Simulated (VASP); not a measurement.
# Sc (P6_3/mmc) in VASP: a series of runs, part 3 of 3

VASP 6.6.1. The steps go on from the part before.

## Step 5: Electric field gradients, LDA (volume scaled by 1.04)

INCAR reads:

```
SYSTEM = Sc
PREC = Accurate
ENCUT = 520
EDIFF = 1E-8
ISMEAR = -1
SIGMA = 0.03
LREAL = .FALSE.
LASPH = .TRUE.
NELM = 80
ALGO = Normal
ISIF = 2
LWAVE = .FALSE.
LCHARG = .FALSE.
LEFG = .TRUE.
NBANDS = 18
```

KPOINTS reads:

```
regular mesh
0
G
  13 13 7
  0 0 0
```

POSCAR reads:

```
Sc
1.0
    3.3523397050      0.0000000000      0.0000000000
   -1.6761698524      2.9032113466      0.0000000000
    0.0000000000      0.0000000000      5.3373237393
Sc
2
Direct
    0.3333333333      0.6666666667      0.2500000000
    0.6666666667      0.3333333333      0.7500000000
```

Potentials or basis: VASP PAW LDA potentials, release 64 (Sc_sv).

The run is started by

```
cat potpaw_LDA.64/Sc_sv/POTCAR > POTCAR
mpirun -np 1 vasp_std > vasp.out
```

OUTCAR:

```text
SYSTEM = Sc
   PREC = Accurate
   ENCUT = 520
   EDIFF = 1E-8
   ISMEAR = -1
   LREAL = .FALSE.
   LASPH = .TRUE.
   NELM = 80
   ISIF = 2

 ion  position               nearest neighbor table
   1  0.333  0.667  0.250-   2 3.30   2 3.30   2 3.30   2 3.30   2 3.30   2 3.30
   2  0.667  0.333  0.750-   1 3.30   1 3.30   1 3.30   1 3.30   1 3.30   1 3.30

  LATTYP: Found a hexagonal cell.
 ALAT       =     3.3523397050
 C/A-ratio  =     1.5921190002

  Lattice vectors:

 A1 = (   3.3523397050,   0.0000000000,   0.0000000000)
 A2 = (  -1.6761698524,   2.9032113466,   0.0000000000)
 A3 = (   0.0000000000,   0.0000000000,   5.3373237393)
[... 718 lines left out ...]
  free  energy   TOTEN  =       -13.2882007526 eV

  energy  without entropy=      -13.2737500808  energy(sigma->0) =      -13.28097542

 Electric field gradients (V/A^2)
---------------------------------------------------------------------
 ion       V_xx      V_yy      V_zz      V_xy      V_xz      V_yz
---------------------------------------------------------------------
   1      -4.293    -4.292     8.584     0.001     0.000    -0.000
   2      -4.293    -4.292     8.584     0.001    -0.000     0.000
---------------------------------------------------------------------

 Electric field gradients after diagonalization (V/A^2)
 (convention: |V_zz| > |V_xx| > |V_yy|)
----------------------------------------------------------------------
 ion       V_xx      V_yy      V_zz     asymmetry (V_yy - V_xx)/ V_zz
----------------------------------------------------------------------
   1      -4.293    -4.291     8.584       0.000
   2      -4.293    -4.291     8.584       0.000
----------------------------------------------------------------------

           NMR quadrupolar parameters

 Cq : quadrupolar parameter    Cq=e*Q*V_zz/h
 eta: asymmetry parameters     (V_yy - V_xx)/ V_zz
 Q  : nuclear electric quadrupole moment in mb (millibarn)
----------------------------------------------------------------------
 ion       Cq(MHz)       eta       Q (mb)
----------------------------------------------------------------------
   1       0.021       0.000       1.000
   2       0.021       0.000       1.000
----------------------------------------------------------------------
```

OSZICAR:

```text
N       E                     dE             d eps       ncg     rms          rms(c)
DAV:   1     0.361409580179E+03    0.36141E+03   -0.10663E+04  3032   0.130E+03
DAV:   2     0.559827664445E+01   -0.35581E+03   -0.34841E+03  3904   0.554E+02
DAV:   3    -0.144241173153E+02   -0.20022E+02   -0.19132E+02  5022   0.167E+02
DAV:   4    -0.148325615299E+02   -0.40844E+00   -0.40577E+00  4642   0.208E+01
DAV:   5    -0.148378420853E+02   -0.52806E-02   -0.52754E-02  5146   0.270E+00    0.729E+00
DAV:   6    -0.134683077798E+02    0.13695E+01   -0.32101E+00  4048   0.199E+01    0.206E+00
DAV:   7    -0.133041593253E+02    0.16415E+00   -0.69440E-01  4302   0.818E+00    0.843E-01
DAV:   8    -0.132900345948E+02    0.14125E-01   -0.41572E-02  3708   0.279E+00    0.272E-01
DAV:   9    -0.132881674361E+02    0.18672E-02   -0.10527E-02  4382   0.108E+00    0.223E-02
DAV:  10    -0.132881992847E+02   -0.31849E-04   -0.13156E-04  4648   0.159E-01    0.735E-03
DAV:  11    -0.132882008365E+02   -0.15519E-05   -0.55602E-06  5126   0.215E-02    0.174E-03
DAV:  12    -0.132882007644E+02    0.72099E-07   -0.51626E-07  5058   0.633E-03    0.649E-04
DAV:  13    -0.132882007526E+02    0.11826E-07   -0.13189E-08  2766   0.107E-03    0.114E-04
DAV:  14    -0.132882007526E+02    0.46384E-10   -0.28332E-09  2300   0.109E-03
   1 F= -.13288201E+02 E0= -.13280975E+02  d E =-.144507E-01
```

It took 34 s on 1 thread of Intel Xeon 6975P-C (Granite Rapids), shared host; peak memory 0.19 GiB.

What came out:

| Quantity | Value |
| --- | --- |
| Free energy | -13.2882 eV |
| Pressure | -6.8 GPa |
| Band gap on the k mesh | zero (band 11 reaches 3.85 eV, above the bottom of band 12 at 2.73 eV) |

Levels at points of the mesh, in eV from the Fermi level:
```csv
k point,band 7,band 8,band 9,band 10,band 11,band 12,band 13,band 14,band 15,band 16
"(0.00, 0.00, 0.00)",-27.74,-27.72,-4.99,-1.63,0.45,1.47,1.47,1.59,1.86,1.86
```

Electric field gradients, principal values (V/Å²):
| atom | least | middle | greatest (by size) |
| --- | --- | --- | --- |
| 1 Sc | -4.291 | -4.293 | 8.584 |
| 2 Sc | -4.291 | -4.293 | 8.584 |

Caveat: without QUAD_EFG the Cq values of the log hold for a quadrupole moment of 1 mb, not for the nuclei.

## Step 6: Electric field gradients, LDA (volume scaled by 1.06)

INCAR reads:

```
SYSTEM = Sc
ALGO = Normal ; EDIFF = 1E-8
ENCUT = 520 ; ISIF = 2
ISMEAR = -1 ; LASPH = .TRUE.
LCHARG = .FALSE. ; LEFG = .TRUE.
LREAL = .FALSE. ; LWAVE = .FALSE.
NBANDS = 18 ; NELM = 100
PREC = Accurate ; SIGMA = 0.03
```

KPOINTS reads:

```
k-points
0
G
  13 13 7
  0 0 0
```

POSCAR reads:

```
Sc
1.0
    3.3736927629      0.0000000000      0.0000000000
   -1.6868463814      2.9217036372      0.0000000000
    0.0000000000      0.0000000000      5.3713203485
Sc
2
Direct
    0.3333333333      0.6666666667      0.2500000000
    0.6666666667      0.3333333333      0.7500000000
```

Potentials or basis: VASP PAW LDA potentials, release 64 (Sc_sv).

The run is started by

```
cat potpaw_LDA.64/Sc_sv/POTCAR > POTCAR
mpirun -np 1 vasp_std > vasp.out
```

OUTCAR:

```text
SYSTEM = Sc
   EDIFF = 1E-8
   ENCUT = 520
   ISIF = 2
   ISMEAR = -1
   LASPH = .TRUE.
   LREAL = .FALSE.
   NELM = 100
   PREC = Accurate

 ion  position               nearest neighbor table
   1  0.333  0.667  0.250-   2 3.32   2 3.32   2 3.32   2 3.32   2 3.32   2 3.32
   2  0.667  0.333  0.750-   1 3.32   1 3.32   1 3.32   1 3.32   1 3.32   1 3.32

  LATTYP: Found a hexagonal cell.
 ALAT       =     3.3736927629
 C/A-ratio  =     1.5921190002

  Lattice vectors:

 A1 = (   3.3736927629,   0.0000000000,   0.0000000000)
 A2 = (  -1.6868463814,   2.9217036372,   0.0000000000)
 A3 = (   0.0000000000,   0.0000000000,   5.3713203485)

Analysis of symmetry for initial positions (statically):
=====================================================================
 Subroutine PRICEL returns:
 Original cell was already a primitive cell.

 Routine SETGRP: Setting up the symmetry group for a
 hexagonal supercell.

 Subroutine GETGRP returns: Found 24 space group operations
 (whereof 12 operations were pure point group operations)
 out of a pool of 24 trial point group operations.

The static configuration has the point symmetry D_3d.
 The point group associated with its full space group is D_6h.

Analysis of symmetry for dynamics (positions and initial velocities):
=====================================================================
 Subroutine PRICEL returns:
 Original cell was already a primitive cell.

 Routine SETGRP: Setting up the symmetry group for a
 hexagonal supercell.

 Subroutine GETGRP returns: Found 24 space group operations
 (whereof 12 operations were pure point group operations)
 out of a pool of 24 trial point group operations.

The dynamic configuration has the point symmetry D_3d.
 The point group associated with its full space group is D_6h.

 Subroutine INISYM returns: Found 24 space group operations
 (whereof 12 operations are pure point group operations),
 and found     1 'primitive' translations

----------------------------------------------------------------------------------------

                                     Primitive cell

  volume of cell :      52.9447

  direct lattice vectors                    reciprocal lattice vectors
     3.373692763  0.000000000  0.000000000     0.296411105  0.171133031  0.000000000
    -1.686846381  2.921703637  0.000000000     0.000000000  0.342266063  0.000000000
     0.000000000  0.000000000  5.371320349     0.000000000  0.000000000  0.186173964

  length of vectors
     3.373692763  3.373692763  5.371320349     0.342266063  0.342266063  0.186173964

  position of ions in fractional coordinates (direct lattice)
     0.333333333  0.666666667  0.250000000
     0.666666667  0.333333333  0.750000000

  ion indices of the primitive-cell ions
   primitive index   ion index
                 1           1
                 2           2

----------------------------------------------------------------------------------------

 KPOINTS: k-points

Automatic generation of k-mesh.
[... 73 lines left out ...]
   ISYM   =      2    0-nonsym 1-usesym 2-fastsym
   POTIM  = 0.5000    time-step for ionic-motion
   TEBEG  =    0.0;   TEEND  =   0.0 temperature during run
   PSTRESS=    0.0 pullay stress
   NELECT =      22.0000    total number of electrons
   NUPDOWN=      -1.0000    fix difference up-down
   EMIN   =  10.00;   EMAX   =-10.00  energy-range for DOS
   EFERMI =   0.00;   METHOD = LEGACY
   ISMEAR =    -1;   SIGMA  =   0.03  broadening in eV -4-tet -1-fermi 0-gaus
   EFERMI_NEDOS =   21; number of points for ismear=-14 and -15
   IALGO  =     38    algorithm
   IMIX   =      4    mixing-type and parameters
     AMIX     =   0.40;   BMIX     =  1.00
     AMIX_MAG =   1.60;   BMIX_MAG =  1.00
  volume/ion in A,a.u.               =      26.47       178.64
  Fermi-wavevector in a.u.,A,eV,Ry     =   1.221635  2.308555 20.305228  1.492392
  Thomas-Fermi vector in A             =   2.356810
   LORBIT       =      0    0 simple, 1 ext, 2 COOP (PROOUT), +10 PAW based schemes
   GGA     = CA    functional components
   LHFCALC =     F    Hartree Fock is set to
   AEXX    =    0.0000 exact exchange contribution
   IVDW    =     0    specifies the selected vdW correction
   LEPSILON=     F    determine dielectric tensor
   LRPA    =     F    only Hartree local field effects (RPA)
 non-spin polarized calculation
  energy-cutoff  :      520.00
  volume of cell :       52.94
 maximum number of plane-waves:      1442
 NGX is ok and might be reduce to    28
   NGX = 13   NGY = 13   NGZ = 19

 number of electron      22.0000006 magnetization

 Free energy of the ion-electron system (eV)
  ---------------------------------------------------
  ext. energy  EPLUGINS =         0.00000000
  ---------------------------------------------------
  free energy    TOTEN  =       -13.24381331 eV

  energy without entropy =      -13.22912965  energy(sigma->0) =      -13.23647148

 E-fermi :   3.0644     XC(G=0):  -9.8534

 val. band max:        3.0643309018   @ k =   0.3077   0.0769   0.0000
 cond. band min:       3.0649688788   @ k =   0.2308   0.1538   0.0000
 fundamental gap:      0.0006379770
 Fermi energy:         3.0643739064

 k-point     1 :       0.0000    0.0000    0.0000
  band No.  band energies     occupation
      1     -45.9417      2.00000
      2     -45.8908      2.00000
      3     -25.0503      2.00000
      4     -24.7826      2.00000
      5     -24.7826      2.00000
      6     -24.7335      2.00000
[... 481 lines left out ...]
      5     -24.7955      2.00000
      6     -24.7926      2.00000
[... 10 lines left out ...]
     17       5.2643      0.00000
     18       5.2929      0.00000

 [... further k-points ...]

------------------------ aborting loop because EDIFF is reached ----------------------------------------

  FORCE on cell =-STRESS in cart. coord.  units (eV):
  Direction    XX          YY          ZZ          XY          YZ          ZX
  --------------------------------------------------------------------------------------
  -------------------------------------------------------------------------------------
  Total       -2.3074373     -2.3074373     -2.8283869     -0.0000000      0.0000000      0.0000000
  in kB      -69.8260923    -69.8260923    -85.5907135     -0.0000000      0.0000000      0.0000000
  external PRESSURE =     -75.0809660 kB  Pullay stress =       0.0000000 kB

 VOLUME and BASIS-vectors are now :
 -----------------------------------------------------------------------------
  energy-cutoff  :      520.00
  volume of cell :       52.94
      direct lattice vectors                 reciprocal lattice vectors
     3.373692763  0.000000000  0.000000000     0.296411105  0.171133031  0.000000000
    -1.686846381  2.921703637  0.000000000     0.000000000  0.342266063  0.000000000
     0.000000000  0.000000000  5.371320349     0.000000000  0.000000000  0.186173964

 POSITION                                       TOTAL-FORCE (eV/Angst)
 -----------------------------------------------------------------------------------
     -0.00000      1.94780      1.34283        -0.000000      0.000000      0.000000
      1.68685      0.97390      4.02849         0.000000     -0.000000      0.000000
 -----------------------------------------------------------------------------------
    total drift:                               -0.000000      0.000000     -0.000000

  FREE ENERGIE OF THE ION-ELECTRON SYSTEM (eV)
  ---------------------------------------------------
  free  energy   TOTEN  =       -13.2438133144 eV

  energy  without entropy=      -13.2291296498  energy(sigma->0) =      -13.23647148

 Electric field gradients (V/A^2)
---------------------------------------------------------------------
 ion       V_xx      V_yy      V_zz      V_xy      V_xz      V_yz
---------------------------------------------------------------------
   1      -4.072    -4.071     8.143     0.001     0.000    -0.000
   2      -4.072    -4.071     8.143     0.001    -0.000     0.000
---------------------------------------------------------------------

 Electric field gradients after diagonalization (V/A^2)
 (convention: |V_zz| > |V_xx| > |V_yy|)
----------------------------------------------------------------------
 ion       V_xx      V_yy      V_zz     asymmetry (V_yy - V_xx)/ V_zz
----------------------------------------------------------------------
   1      -4.072    -4.071     8.143       0.000
   2      -4.072    -4.071     8.143       0.000
----------------------------------------------------------------------

           NMR quadrupolar parameters

 Cq : quadrupolar parameter    Cq=e*Q*V_zz/h
 eta: asymmetry parameters     (V_yy - V_xx)/ V_zz
 Q  : nuclear electric quadrupole moment in mb (millibarn)
----------------------------------------------------------------------
 ion       Cq(MHz)       eta       Q (mb)
----------------------------------------------------------------------
   1       0.020       0.000       1.000
   2       0.020       0.000       1.000
----------------------------------------------------------------------
```

stdout:

```text
POSCAR found type information on POSCAR Sc
 POSCAR found :  1 types and       2 ions
 scaLAPACK will be used
 LDA part: xc-table for (Slater(with rela. corr.)+CA(PZ))
 , standard interpolation
 POSCAR, INCAR and KPOINTS ok, starting setup
 FFT: planning ... GRIDC
 FFT: planning ... GRID_SOFT
 FFT: planning ... GRID
 WAVECAR not read
 entering main loop
ion   1

ion   2
```

Wall time 34 s (1 thread of Intel Xeon 6975P-C (Granite Rapids), shared host); peak memory 0.19 GiB.

What came out:

| Item | Value |
| --- | --- |
| Free energy | -13.2438 eV |
| Pressure | -7.5 GPa |
| Band gap on the k mesh | zero (band 11 reaches 3.74 eV, above the bottom of band 12 at 2.63 eV) |

Electric field gradients, principal values (V/Å²):
| atom | least | middle | greatest (by size) |
| --- | --- | --- | --- |
| 1 Sc | -4.071 | -4.072 | 8.143 |
| 2 Sc | -4.071 | -4.072 | 8.143 |

Caveat: without QUAD_EFG the Cq values of the log hold for a quadrupole moment of 1 mb, not for the nuclei.

## Step 7: Overview

```csv
cell,gap on the mesh (eV),pressure (GPa)
"a = 3.331, b = 3.331, c = 5.303 Å, angles 90.0, 90.0, 120.0°, 2 atoms",none,-6.1
"a = 3.352, b = 3.352, c = 5.337 Å, angles 90.0, 90.0, 120.0°, 2 atoms",none,-6.8
"a = 3.374, b = 3.374, c = 5.371 Å, angles 90.0, 90.0, 120.0°, 2 atoms",none,-7.5
```

Alike in all rows: task electric field gradients; level LDA; potentials or basis VASP PAW LDA potentials, release 64 (Sc_sv); no spin polarisation; k mesh 13 × 13 × 7; cutoff (eV) 520; smearing fermi-dirac 0.03 eV.

Total energies depend on the potentials used, so only differences within one code and one set of settings carry meaning.
